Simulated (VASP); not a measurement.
# Sm2ZnTe3 (P6/mmm) in VASP: notebook, part 2 of 2

VASP 6.6.1.

**5. Relaxation of cell and atoms, PBE**

This run uses another cell than the first one, of 34.80 Å³/atom.

The input, INCAR:

```
SYSTEM = Sm2ZnTe3
PREC = Accurate
ENCUT = 500
EDIFF = 1E-7
ISMEAR = 0
SIGMA = 0.1
LREAL = .FALSE.
LASPH = .TRUE.
NELM = 200
ALGO = Normal
ISIF = 3
LWAVE = .FALSE.
LCHARG = .FALSE.
GGA = PE
IBRION = 2
NSW = 90
EDIFFG = -0.04
GGA_COMPAT = .FALSE.
NELMIN = 4
LMAXMIX = 6
```

The input, KPOINTS:

```
regular mesh
0
G
  3 3 4
  0 0 0
```

The input, POSCAR:

```
Sm2ZnTe3
1.0
    6.3180102200      0.0000000000      0.0000000000
   -3.1590051100      5.4715573500      0.0000000000
    0.0000000000      0.0000000000      6.0405133100
Sm Zn Te
2 1 3
Direct
    0.3333333300      0.6666666700      0.0000000000
    0.6666666700      0.3333333300      0.0000000000
    0.0000000000      0.0000000000      0.0000000000
    0.3333333300      0.6666666700      0.5000000000
    0.6666666700      0.3333333300      0.5000000000
    0.0000000000      0.0000000000      0.5000000000
```

Started as:

```console
cat potpaw_PBE.64/Sm_3/POTCAR potpaw_PBE.64/Zn/POTCAR potpaw_PBE.64/Te/POTCAR > POTCAR
mpirun -np 1 vasp_std > vasp.out
```

Wall time 5 min (1 thread of Intel Xeon Platinum 8259CL at 2.50GHz (Skylake/Cascade Lake), shared host); peak memory 0.37 GiB.

The run converged. Its results:

```yaml
Free_energy: -19.8854 eV
Relaxed_volume: 31.04 Å³/atom
Relaxed_cell: a = 5.937 Å, b = 5.937 Å, c = 6.100 Å, α = 90.00°, β = 90.00°, γ = 120.00°
Space_group_after_relaxing_to_0.1_Å: P6/mmm (No. 191)
Energy_gained_by_relaxing: 53.8 meV/atom
Ionic_steps: 6
Pressure_after_relaxing: 0.1 GPa
Band_gap_on_the_k_mesh: zero (bands 26 and 27 overlap by 0.65 eV)
```

Stress tensor (GPa, compression positive):
```
0.18 0.00 0.00
0.00 0.18 0.00
0.00 0.00 0.06
```

The path:
```csv
step,energy change (eV),largest force (eV/Å),pressure (GPa),volume (Å³)
1,0.0000,0.0000,-2.10,208.82
2,-0.2438,0.0000,-1.01,195.25
3,-0.3167,0.0000,0.43,185.74
4,-0.3167,0.0000,0.51,185.30
5,-0.3176,0.0000,-0.18,187.09
6,-0.3225,0.0000,0.14,186.22
```

Final structure:
```
Sm Zn Te
1.0
     5.93748    0.00000    0.00000
    -2.96874    5.14201    0.00000
     0.00000    0.00000    6.09951
Sm Zn Te
2 1 3
Direct
  0.33333 0.66667 0.00000
  0.66667 0.33333 0.00000
  0.00000 0.00000 0.00000
  0.33333 0.66667 0.50000
  0.66667 0.33333 0.50000
  0.00000 0.00000 0.50000
```

Levels at points of the mesh, in eV from the Fermi level:
| k point | band 24 | band 25 | band 26 | band 27 | band 28 | band 29 |
| --- | --- | --- | --- | --- | --- | --- |
| (0.00, 0.00, 0.00) | -1.08 | 0.16 | 0.16 | 0.27 | 0.27 | 1.49 |
| (0.00, 0.00, 0.50) | -0.41 | -0.41 | -0.29 | 1.18 | 1.18 | 1.79 |

Caveat: the k points lie up to 0.41 Å⁻¹ apart in the final cell, too coarse for converged energies and pressures of a metal; spin-orbit coupling is left out, which moves the levels of the heavy elements; the 4f electrons are frozen in the core, so they carry no moment and show no levels. Spin polarisation is off, so any magnetic state and its effect on volume and gap are missing.

**6. Relaxation of cell and atoms, PBE**

The input, INCAR:

```
ALGO     = Normal         # electronic algorithm
EDIFF    = 1E-7           # SCF threshold, eV
EDIFFG   = -0.01          # ionic threshold
ENCUT    = 500            # plane-wave cutoff, eV
GGA      = PE             # functional
GGA_COMPAT= F            
IBRION   = 2              # ionic algorithm
ISIF     = 3              # what is computed and relaxed
ISMEAR   = 0              # smearing method
LASPH    = T              # aspherical terms in the spheres
LCHARG   = F              # write CHGCAR
LMAXMIX  = 6              # l up to which the mixer works
LREAL    = F              # projectors in reciprocal space
LWAVE    = F              # write WAVECAR
NELM     = 200            # most SCF steps
NELMIN   = 4            
NSW      = 100            # ionic steps
PREC     = Accurate       # precision mode
SIGMA    = 0.1            # smearing width, eV
```

The input, KPOINTS:

```
k-points
0
Gamma
  6 6 6
```

The input, POSCAR:

```
Sm2ZnTe3
1.0
    5.9426436727      0.0000000000      0.0000000000
   -2.9713218363      5.1464803862      0.0000000000
    0.0000000000      0.0000000000      6.0926342031
Sm Zn Te
2 1 3
Direct
    0.3333333333      0.6666666667      0.0000000000
    0.6666666667      0.3333333333      0.0000000000
    0.0000000000      0.0000000000      0.0000000000
    0.3333333333      0.6666666667      0.5000000000
    0.6666666667      0.3333333333      0.5000000000
    0.0000000000      0.0000000000      0.5000000000
```

Potentials or basis: VASP PAW PBE potentials, release 64 (Sm_3, Zn, Te), 4f in core.

Started as:

```console
cat potpaw_PBE.64/Sm_3/POTCAR potpaw_PBE.64/Zn/POTCAR potpaw_PBE.64/Te/POTCAR > POTCAR
mpirun -np 1 vasp_std > vasp.out
```

OUTCAR:

```text
EDIFF = 1E-7
   EDIFFG = -0.01
   ENCUT = 500
   GGA = PE
   IBRION = 2
   ISIF = 3
   ISMEAR = 0
   LASPH = T
   LREAL = F
   NELM = 200
   NELMIN = 4
   NSW = 100
   PREC = Accurate

 ion  position               nearest neighbor table
   1  0.333  0.667  0.000-   4 3.05   4 3.05   2 3.43   2 3.43   2 3.43
   2  0.667  0.333  0.000-   5 3.05   5 3.05   1 3.43   1 3.43   1 3.43
   3  0.000  0.000  0.000-   6 3.05   6 3.05
   4  0.333  0.667  0.500-   1 3.05   1 3.05   6 3.43   5 3.43   5 3.43   6 3.43   6 3.43   5 3.43

   5  0.667  0.333  0.500-   2 3.05   2 3.05   6 3.43   4 3.43   4 3.43   6 3.43   6 3.43   4 3.43

   6  0.000  0.000  0.500-   3 3.05   3 3.05   5 3.43   4 3.43   4 3.43   5 3.43   5 3.43   4 3.43

  LATTYP: Found a hexagonal cell.
 ALAT       =     5.9426436727
 C/A-ratio  =     1.0252396978

  Lattice vectors:

 A1 = (   5.9426436727,   0.0000000000,   0.0000000000)
 A2 = (  -2.9713218363,   5.1464803862,   0.0000000000)
[... 272 lines left out ...]
 fundamental gap:      0.0101217432
 Fermi energy:         4.7172723889

 k-point     1 :       0.0000    0.0000    0.0000
  band No.  band energies     occupation
      1     -37.0257      2.00000
      2     -36.9354      2.00000
      3     -16.6369      2.00000
      4     -16.6369      2.00000
      5     -16.5218      2.00000
      6     -16.3884      2.00000
[... 846 lines left out ...]
--------------------------------------- Ionic step        4  -------------------------------------------

 number of electron      51.9999993 magnetization

 Free energy of the ion-electron system (eV)
  ---------------------------------------------------
  ext. energy  EPLUGINS =         0.00000000
  ---------------------------------------------------
  free energy    TOTEN  =       -19.72648462 eV

  energy without entropy =      -19.68214978  energy(sigma->0) =      -19.70431720

 E-fermi :   4.7523     XC(G=0):  -9.5585

 val. band max:        4.7186133423   @ k =   0.5000   0.0000   0.1667
 cond. band min:       4.7525865300   @ k =   0.5000   0.0000   0.1667
 fundamental gap:      0.0339731877
 Fermi energy:         4.7522624797

 k-point     1 :       0.0000    0.0000    0.0000
  band No.  band energies     occupation
      1     -36.9813      2.00000
      2     -36.8890      2.00000
      3     -16.5973      2.00000
      4     -16.5973      2.00000
      5     -16.4798      2.00000
      6     -16.3440      2.00000
[... 840 lines left out ...]
  FREE ENERGIE OF THE ION-ELECTRON SYSTEM (eV)
  ---------------------------------------------------
  free  energy   TOTEN  =       -19.7264846151 eV

  energy  without entropy=      -19.6821497760  energy(sigma->0) =      -19.70431720

 reached required accuracy - stopping structural energy minimisation
```

OSZICAR:

```text
N       E                     dE             d eps       ncg     rms          rms(c)
DAV:   1     0.409316534339E+03    0.40932E+03   -0.23203E+04  1736   0.152E+03
[... 36 lines left out ...]
DAV:   3    -0.197269181080E+02    0.84846E-03   -0.51281E-03  2181   0.293E-01    0.120E-01
DAV:   4    -0.197265396412E+02    0.37847E-03   -0.15094E-03  2121   0.128E-01    0.511E-02
DAV:   5    -0.197264848647E+02    0.54776E-04   -0.17623E-04  1982   0.847E-02    0.391E-02
DAV:   6    -0.197264834580E+02    0.14067E-05   -0.11735E-05  2110   0.206E-02    0.315E-02
DAV:   7    -0.197264841139E+02   -0.65593E-06   -0.40900E-06  2061   0.125E-02    0.482E-03
DAV:   8    -0.197264845827E+02   -0.46874E-06   -0.11553E-06  2066   0.592E-03    0.118E-03
DAV:   9    -0.197264846151E+02   -0.32393E-07   -0.10514E-07  1191   0.168E-03
   4 F= -.19726485E+02 E0= -.19704317E+02  d E =-.351124E-03
```

CONTCAR:

```text
Sm2ZnTe3
   1.00000000000000
     5.9186115293574932   -0.0000000000002329   -0.0000000000000000
    -2.9593057646291503    5.1256679395580820   -0.0000000000000000
    -0.0000000000000000    0.0000000000000000    6.1165336657010867
  Sm              Zn              Te
     2     1     3
Direct
     0.3333333332999970    0.6666666667000030    1.0000000000000000
     0.6666666667000030    0.3333333332999970    0.0000000000000000
     0.0000000000000000    0.0000000000000000    0.0000000000000000
     0.3333333332999970    0.6666666667000030    0.5000000000000000
     0.6666666667000030    0.3333333332999970    0.5000000000000000
     0.0000000000000000    0.0000000000000000    0.5000000000000000

  0.00000000E+00  0.00000000E+00  0.00000000E+00
  0.00000000E+00  0.00000000E+00  0.00000000E+00
  0.00000000E+00  0.00000000E+00  0.00000000E+00
  0.00000000E+00  0.00000000E+00  0.00000000E+00
  0.00000000E+00  0.00000000E+00  0.00000000E+00
  0.00000000E+00  0.00000000E+00  0.00000000E+00
```

Wall time 6.7 min (1 thread of Intel Xeon Platinum 8259CL at 2.50GHz (Skylake/Cascade Lake), shared host); peak memory 0.44 GiB.

Results:

```
Free energy                           : -19.7265 eV
Relaxed volume                        : 30.93 Å³/atom
Relaxed cell                          : a = 5.919 Å, b = 5.919 Å, c = 6.117 Å, α = 90.00°, β = 90.00°, γ = 120.00°
Space group after relaxing (to 0.1 Å) : P6/mmm (No. 191)
Energy gained by relaxing             : 0.3 meV/atom
Ionic steps                           : 4
Pressure after relaxing               : 0.0 GPa
Band gap on the k mesh                : zero (bands 26 and 27 overlap by 0.76 eV)
```

The path:
```csv
step,energy change (eV),largest force (eV/Å),pressure (GPa),volume (Å³)
1,0.0000,0.0000,-0.01,186.34
2,-0.0017,0.0000,-0.12,186.30
3,-0.0017,0.0000,-0.13,186.29
4,-0.0021,0.0000,-0.01,185.56
```

Final structure:
```yaml
crystal:
  lattice:
    - [5.91861, 0.00000, 0.00000]
    - [-2.95931, 5.12567, 0.00000]
    - [0.00000, 0.00000, 6.11653]
  atoms:
    - { symbol: Sm, position: [0.33333, 0.66667, 0.00000] }
    - { symbol: Sm, position: [0.66667, 0.33333, 0.00000] }
    - { symbol: Zn, position: [0.00000, 0.00000, 0.00000] }
    - { symbol: Te, position: [0.33333, 0.66667, 0.50000] }
    - { symbol: Te, position: [0.66667, 0.33333, 0.50000] }
    - { symbol: Te, position: [0.00000, 0.00000, 0.50000] }
```

Caveat: spin-orbit coupling is left out, which moves the levels of the heavy elements; the 4f electrons are frozen in the core, so they carry no moment and show no levels.

**7. Summary**

| task | cell | k mesh | gap on the mesh (eV) | pressure (GPa) | relaxed volume (Å³/atom) |
| --- | --- | --- | --- | --- | --- |
| single point | a = 5.943, b = 5.943, c = 6.093 Å, angles 90.0, 90.0, 120.0°, 6 atoms | 3 × 3 × 4 | none | 0.1 | - |
| single point | a = 6.318, b = 6.318, c = 6.041 Å, angles 90.0, 90.0, 120.0°, 6 atoms | 3 × 3 × 4 | none | -2.1 | - |
| single point | a = 5.911, b = 5.911, c = 6.106 Å, angles 90.0, 90.0, 120.0°, 6 atoms | 6 × 6 × 6 | none | 0.2 | - |
| relaxation of cell and atoms | relaxed from a = 6.318, b = 6.318, c = 6.041 Å, angles 90.0, 90.0, 120.0°, 6 atoms | 3 × 3 × 4 | none | 0.1 | 31.04 |
| relaxation of cell and atoms | relaxed from a = 5.943, b = 5.943, c = 6.093 Å, angles 90.0, 90.0, 120.0°, 6 atoms | 6 × 6 × 6 | none | 0.0 | 30.93 |

Alike in all rows: level PBE; potentials or basis VASP PAW PBE potentials, release 64 (Sm_3, Zn, Te), 4f in core; no spin polarisation; cutoff (eV) 500; smearing gaussian 0.1 eV.

Caveats: some runs use coarse meshes; spin-orbit coupling is left out, which moves the levels of the heavy elements; the 4f electrons are frozen in the core, so they carry no moment and show no levels.

Absolute energies hang on the potentials; compare differences alone.

The gap in the log of VASP goes by the Fermi energy; the results here count the filled bands.